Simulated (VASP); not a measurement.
# SiC3 (P-6m2) in VASP: relaxation of cell and atoms with PBE

Aim: the relaxation of cell and atoms of SiC3 with PBE.

Program: VASP 6.6.1. These are calculated values, not measurements. Logs are shortened: lines on timing, memory, paths and dates and some standing lists are left out, and cuts for length are marked.

### 1 The cell of the first run

The structure is hexagonal, space group P-6m2 (No. 187). The conventional cell has a = 2.749 Å, b = 2.749 Å, c = 8.194 Å, α = 90.00°, β = 90.00°, γ = 120.00°. Within 2.1 Å of Si (site symmetry -6m2) lie 3 C at 1.59 Å. C (site symmetry -6m2) has 3 C at 1.59 Å within 2.1 Å. Within 2.1 Å of C (site symmetry -6m2) lie 3 Si at 1.59 Å. C (site symmetry -6m2) has 3 C at 1.59 Å within 2.1 Å.

### 2 Relaxation of cell and atoms, PBE

Contents of INCAR:

```
SYSTEM = SiC3
PREC = Accurate
ENCUT = 1300
EDIFF = 1E-7
ISMEAR = 0
SIGMA = 0.1
LREAL = .False.
LASPH = .True.
NELM = 120
ALGO = Normal
ISIF = 3
LWAVE = .False.
LCHARG = .False.
GGA = PE
IBRION = 2
NSW = 90
EDIFFG = -0.04
GGA_COMPAT = .False.
NELMIN = 4
```

Contents of KPOINTS:

```
regular mesh
0
Gamma
  6 6 2
  0 0 0
```

Contents of POSCAR:

```
SiC3
1.0
    2.7493746200      0.0000000000      0.0000000000
   -1.3746873100      2.3810282600      0.0000000000
    0.0000000000      0.0000000000      8.1936479900
Si C
1 3
Direct
    0.6666666700      0.3333333300      0.5000000000
    0.3333333300      0.6666666700      0.0000000000
    0.3333333300      0.6666666700      0.5000000000
    0.6666666700      0.3333333300      0.0000000000
```

Potentials or basis: VASP PAW PBE potentials, release 64 (Si, C_h).

Launch:

```sh
$ cat potpaw_PBE.64/Si/POTCAR potpaw_PBE.64/C_h/POTCAR > POTCAR
$ mpirun -np 1 vasp_std > vasp.out
```

OUTCAR:

```text
SYSTEM = SiC3
   PREC = Accurate
   ENCUT = 1300
   EDIFF = 1E-7
   ISMEAR = 0
   LREAL = .False.
   LASPH = .True.
   NELM = 120
   ISIF = 3
   GGA = PE
   IBRION = 2
   NSW = 90
   EDIFFG = -0.04
   NELMIN = 4

 ion  position               nearest neighbor table
   1  0.667  0.333  0.500-   3 1.59   3 1.59   3 1.59
   2  0.333  0.667  0.000-
   3  0.333  0.667  0.500-   1 1.59   1 1.59   1 1.59
   4  0.667  0.333  0.000-

  LATTYP: Found a hexagonal cell.
 ALAT       =     2.7493746200
 C/A-ratio  =     2.9801860868

  Lattice vectors:

 A1 = (   2.7493746200,   0.0000000000,   0.0000000000)
 A2 = (  -1.3746873100,   2.3810282600,   0.0000000000)
 A3 = (   0.0000000000,   0.0000000000,   8.1936479900)

Analysis of symmetry for initial positions (statically):
=====================================================================
 Subroutine PRICEL returns:
 Original cell was already a primitive cell.

 Routine SETGRP: Setting up the symmetry group for a
 hexagonal supercell.

 Subroutine GETGRP returns: Found 12 space group operations
 (whereof 12 operations were pure point group operations)
 out of a pool of 24 trial point group operations.

The static configuration has the point symmetry D_3h.

Analysis of symmetry for dynamics (positions and initial velocities):
=====================================================================
 Subroutine PRICEL returns:
 Original cell was already a primitive cell.

 Routine SETGRP: Setting up the symmetry group for a
 hexagonal supercell.

 Subroutine GETGRP returns: Found 12 space group operations
 (whereof 12 operations were pure point group operations)
 out of a pool of 24 trial point group operations.

The dynamic configuration has the point symmetry D_3h.

 Subroutine INISYM returns: Found 12 space group operations
 (whereof 12 operations are pure point group operations),
 and found     1 'primitive' translations

----------------------------------------------------------------------------------------

                                     Primitive cell

  volume of cell :      53.6384

  direct lattice vectors                    reciprocal lattice vectors
     2.749374620  0.000000000  0.000000000     0.363719077  0.209993308  0.000000000
    -1.374687310  2.381028260  0.000000000     0.000000000  0.419986615  0.000000000
     0.000000000  0.000000000  8.193647990     0.000000000  0.000000000  0.122045760

  length of vectors
     2.749374620  2.749374615  8.193647990     0.419986615  0.419986615  0.122045760

  position of ions in fractional coordinates (direct lattice)
     0.666666670  0.333333330  0.500000000
     0.333333330  0.666666670  0.000000000
     0.333333330  0.666666670  0.500000000
     0.666666670  0.333333330  0.000000000

  ion indices of the primitive-cell ions
   primitive index   ion index
                 1           1
                 2           2
                 3           3
                 4           4

----------------------------------------------------------------------------------------

 KPOINTS: regular mesh

Automatic generation of k-mesh.
 Grid dimensions read from file:
 generate k-points for:    6    6    2

 Generating k-lattice:

  Cartesian coordinates                     Fractional coordinates (reciprocal lattice)
     0.060619846  0.034998885  0.000000000     0.166666667  0.000000000  0.000000000
     0.000000000  0.069997769  0.000000000     0.000000000  0.166666667  0.000000000
     0.000000000  0.000000000  0.061022880     0.000000000  0.000000000  0.500000000

  Length of vectors
     0.069997769  0.069997769  0.061022880

  Shift w.r.t. Gamma in fractional coordinates (k-lattice)
     0.000000000  0.000000000  0.000000000

 Subroutine IBZKPT returns following result:
 ===========================================

 Found     14 irreducible k-points:

 Following reciprocal coordinates:
            Coordinates               Weight
  0.000000  0.000000  0.000000      1.000000
  0.166667  0.000000  0.000000      6.000000
  0.333333  0.000000  0.000000      6.000000
  0.500000  0.000000  0.000000      3.000000
  0.166667  0.166667  0.000000      6.000000
  0.333333  0.166667  0.000000     12.000000
  0.333333  0.333333  0.000000      2.000000
  0.000000  0.000000  0.500000      1.000000
  0.166667  0.000000  0.500000      6.000000
  0.333333  0.000000  0.500000      6.000000
  0.500000  0.000000  0.500000      3.000000
  0.166667  0.166667  0.500000      6.000000
  0.333333  0.166667  0.500000     12.000000
  0.333333  0.333333  0.500000      2.000000
   k-points           NKPTS =     14   k-points in BZ     NKDIM =     14   number of bands    NBANDS=     12
   number of dos      NEDOS =    301   number of ions     NIONS =      4
   total plane-waves  NPLWV =  98304
   dimension x,y,z NGX =    32 NGY =   32 NGZ =   96
   dimension x,y,z NGXF=    64 NGYF=   64 NGZF=  192
   ions per type =               1   3
   NGX,Y,Z   is equivalent  to a cutoff of  19.35, 19.35, 19.48 a.u.
   NGXF,Y,Z  is equivalent  to a cutoff of  38.70, 38.70, 38.96 a.u.
 SYSTEM =  SiC3
   PREC   = accura    normal or accurate (medium, high low for compatibility)
   ISTART =      0    job   : 0-new  1-cont  2-samecut
   ICHARG =      2    charge: 1-file 2-atom 10-const
   ISPIN  =      1    spin polarized calculation?
   LNONCOLLINEAR =      F non collinear calculations
   LSORBIT =      F    spin-orbit coupling
   LASPH  =      T    aspherical Exc in radial PAW
   ENCUT  = 1300.0 eV  95.55 Ry    9.77 a.u.   8.08  8.08 24.09*2*pi/ulx,y,z
   NELM   =    120;   NELMIN=  4; NELMDL= -5     # of ELM steps
   EDIFF  = 0.1E-06   stopping-criterion for ELM
   LREAL  =      F    real-space projection
   EDIFFG = -.4E-01   stopping-criterion for IOM
   NSW    =     90    number of steps for IOM
   IBRION =      2    ionic relax: 0-MD 1-quasi-New 2-CG
   NFREE  =      1    steps in history (QN), initial steepest desc. (CG)
   ISIF   =      3    stress and relaxation
   ISYM   =      2    0-nonsym 1-usesym 2-fastsym
   POTIM  = 0.5000    time-step for ionic-motion
   TEBEG  =    0.0;   TEEND  =   0.0 temperature during run
   PSTRESS=    0.0 pullay stress
   NELECT =      16.0000    total number of electrons
   NUPDOWN=      -1.0000    fix difference up-down
   EMIN   =  10.00;   EMAX   =-10.00  energy-range for DOS
   EFERMI =   0.00;   METHOD = LEGACY
   ISMEAR =     0;   SIGMA  =   0.10  broadening in eV -4-tet -1-fermi 0-gaus
   EFERMI_NEDOS =   21; number of points for ismear=-14 and -15
   IALGO  =     38    algorithm
   IMIX   =      4    mixing-type and parameters
     AMIX     =   0.40;   BMIX     =  1.00
     AMIX_MAG =   1.60;   BMIX_MAG =  1.00
  volume/ion in A,a.u.               =      13.41        90.49
  Fermi-wavevector in a.u.,A,eV,Ry     =   1.093846  2.067069 16.279362  1.196499
  Thomas-Fermi vector in A             =   2.230139
   LORBIT       =      0    0 simple, 1 ext, 2 COOP (PROOUT), +10 PAW based schemes
   GGA     = PE    functional components
   LHFCALC =     F    Hartree Fock is set to
   AEXX    =    0.0000 exact exchange contribution
   IVDW    =     0    specifies the selected vdW correction
   LEPSILON=     F    determine dielectric tensor
   LRPA    =     F    only Hartree local field effects (RPA)
 conjugate gradient relaxation of ions
 non-spin polarized calculation
 Gauss-broadening in eV      SIGMA  =   0.10
  energy-cutoff  :     1300.00
  volume of cell :       53.64
 maximum number of plane-waves:      5752
   NGX = 17   NGY = 17   NGZ = 49

--------------------------------------- Ionic step        1  -------------------------------------------

 number of electron      16.0000000 magnetization

 Free energy of the ion-electron system (eV)
  ---------------------------------------------------
  ext. energy  EPLUGINS =         0.00000000
  ---------------------------------------------------
  free energy    TOTEN  =       -29.07004186 eV

  energy without entropy =      -29.06562721  energy(sigma->0) =      -29.06783454

 E-fermi :   3.3886     XC(G=0):  -8.8814

 val. band max:        3.3697102976   @ k =   0.3333   0.3333   0.5000
 cond. band min:       3.5497695534   @ k =   0.3333   0.3333   0.0000
 fundamental gap:      0.1800592559
 Fermi energy:         3.3886364662

 k-point     1 :       0.0000    0.0000    0.0000
  band No.  band energies     occupation
      1     -13.6661      2.00000
      2     -11.8483      2.00000
      3      -2.5240      2.00000
      4      -1.3094      2.00000
      5       0.3637      2.00000
      6       0.3637      2.00000
      7       2.5665      2.00000
      8       2.5665      2.00000
      9       6.4826      0.00000
     10       9.3915      0.00000
     11       9.7984      0.00000
     12       9.7984      0.00000

 k-point     2 :       0.1667    0.0000    0.0000
  band No.  band energies     occupation
      1     -13.1331      2.00000
      2     -11.2601      2.00000
      3      -1.9176      2.00000
      4      -1.7050      2.00000
      5      -0.7206      2.00000
      6      -0.4439      2.00000
      7       0.8093      2.00000
      8       2.0523      2.00000
      9       7.1624      0.00000
     10       9.1006      0.00000
     11      10.0318      0.00000
     12      11.1930      0.00000
[... 267 lines left out ...]
 VOLUME and BASIS-vectors are now :
 -----------------------------------------------------------------------------
  energy-cutoff  :     1300.00
  volume of cell :       57.35
      direct lattice vectors                 reciprocal lattice vectors
     2.842578786  0.000000000  0.000000000     0.351793240  0.203107922 -0.000000000
    -1.421289393  2.461745435 -0.000000000     0.000000000  0.406215844  0.000000000
     0.000000000  0.000000000  8.196136021    -0.000000000  0.000000000  0.122008712

 POSITION                                       TOTAL-FORCE (eV/Angst)
 -----------------------------------------------------------------------------------
      1.42129      0.82058      4.09807         0.000000     -0.000000      0.000000
     -0.00000      1.64116      8.19614         0.000000     -0.000000      0.000000
     -0.00000      1.64116      4.09807        -0.000000     -0.000000      0.000000
      1.42129      0.82058      0.00000        -0.000000      0.000000      0.000000
 -----------------------------------------------------------------------------------
    total drift:                                0.000007     -0.000004      0.000000

  FREE ENERGIE OF THE ION-ELECTRON SYSTEM (eV)
  ---------------------------------------------------
  free  energy   TOTEN  =       -29.3198924304 eV

  energy  without entropy=      -29.3153811074  energy(sigma->0) =      -29.31763677

--------------------------------------- Ionic step        4  -------------------------------------------

 number of electron      16.0000000 magnetization

 Free energy of the ion-electron system (eV)
  ---------------------------------------------------
  ext. energy  EPLUGINS =         0.00000000
  ---------------------------------------------------
  free energy    TOTEN  =       -29.32071918 eV

  energy without entropy =      -29.31621925  energy(sigma->0) =      -29.31846922

 E-fermi :   2.9332     XC(G=0):  -8.7136

 val. band max:        2.9123993813   @ k =   0.3333   0.3333   0.5000
 cond. band min:       3.1330949890   @ k =   0.3333   0.3333   0.0000
 fundamental gap:      0.2206956078
 Fermi energy:         2.9331655912

 k-point     1 :       0.0000    0.0000    0.0000
  band No.  band energies     occupation
      1     -13.4600      2.00000
      2     -11.8859      2.00000
      3      -2.5331      2.00000
      4      -1.3544      2.00000
      5      -0.0366      2.00000
      6      -0.0366      2.00000
      7       1.9418      2.00000
      8       1.9418      2.00000
      9       6.1695      0.00000
     10       7.3681      0.00000
     11       8.8661      0.00000
     12       8.8661      0.00000

 k-point     2 :       0.1667    0.0000    0.0000
  band No.  band energies     occupation
      1     -12.9602      2.00000
      2     -11.3367      2.00000
      3      -2.0831      2.00000
      4      -1.9699      2.00000
      5      -0.8086      2.00000
      6      -0.7676      2.00000
      7       0.2073      2.00000
      8       1.4325      2.00000
      9       6.8157      0.00000
     10       7.7256      0.00000
     11       8.9188      0.00000
     12      10.0322      0.00000
[... 191 lines left out ...]
 VOLUME and BASIS-vectors are now :
 -----------------------------------------------------------------------------
  energy-cutoff  :     1300.00
  volume of cell :       57.16
      direct lattice vectors                 reciprocal lattice vectors
     2.837791749  0.000000000  0.000000000     0.352386675  0.203450542 -0.000000000
    -1.418895874  2.457599739 -0.000000000     0.000000000  0.406901085  0.000000000
     0.000000000  0.000000000  8.196008233    -0.000000000  0.000000000  0.122010614

 POSITION                                       TOTAL-FORCE (eV/Angst)
 -----------------------------------------------------------------------------------
      1.41890      0.81920      4.09800         0.000000     -0.000000      0.000000
     -0.00000      1.63840     -0.00000         0.000000     -0.000000      0.000000
     -0.00000      1.63840      4.09800         0.000000     -0.000000      0.000000
      1.41890      0.81920      0.00000        -0.000000      0.000000      0.000000
 -----------------------------------------------------------------------------------
    total drift:                                0.000007     -0.000004      0.000000

  FREE ENERGIE OF THE ION-ELECTRON SYSTEM (eV)
  ---------------------------------------------------
  free  energy   TOTEN  =       -29.3207191842 eV

  energy  without entropy=      -29.3162192521  energy(sigma->0) =      -29.31846922

 reached required accuracy - stopping structural energy minimisation
```

Wall time 2 min (1 thread of Intel Xeon Platinum 8259CL at 2.50GHz (Skylake/Cascade Lake), shared host); peak memory 0.32 GiB.

What came out:

```
Free energy                           : -29.3207 eV
Relaxed volume                        : 14.29 Å³/atom
Relaxed cell                          : a = 2.838 Å, b = 2.838 Å, c = 8.196 Å, α = 90.00°, β = 90.00°, γ = 120.00°
Space group after relaxing (to 0.1 Å) : P-6m2 (No. 187)
Energy gained by relaxing             : 62.7 meV/atom
Ionic steps                           : 4
Pressure after relaxing               : 0.0 GPa
Band gap on the k mesh                : 0.01 eV
```

Step by step:
| step | energy change (eV) | largest force (eV/Å) | pressure (GPa) | volume (Å³) |
| --- | --- | --- | --- | --- |
| 1 | 0.0000 | 0.0000 | 16.38 | 53.64 |
| 2 | 0.5872 | 0.0000 | -20.59 | 64.81 |
| 3 | -0.2499 | 0.0000 | -0.74 | 57.35 |
| 4 | -0.2507 | 0.0000 | 0.00 | 57.16 |

Final structure:
```xyz
4
Lattice="2.8378 0.0000 0.0000 -1.4189 2.4576 0.0000 0.0000 0.0000 8.1960" Properties=species:S:1:pos:R:3 pbc="T T T"
Si    1.4189    0.8192    4.0980
C     0.0000    1.6384    0.0000
C     0.0000    1.6384    4.0980
C     1.4189    0.8192    0.0000
```

Caveat: the k points lie up to 0.43 Å⁻¹ apart in the final cell. A k mesh can miss the band edges.

The gap in the log of VASP goes by the Fermi energy; the results here count the filled bands.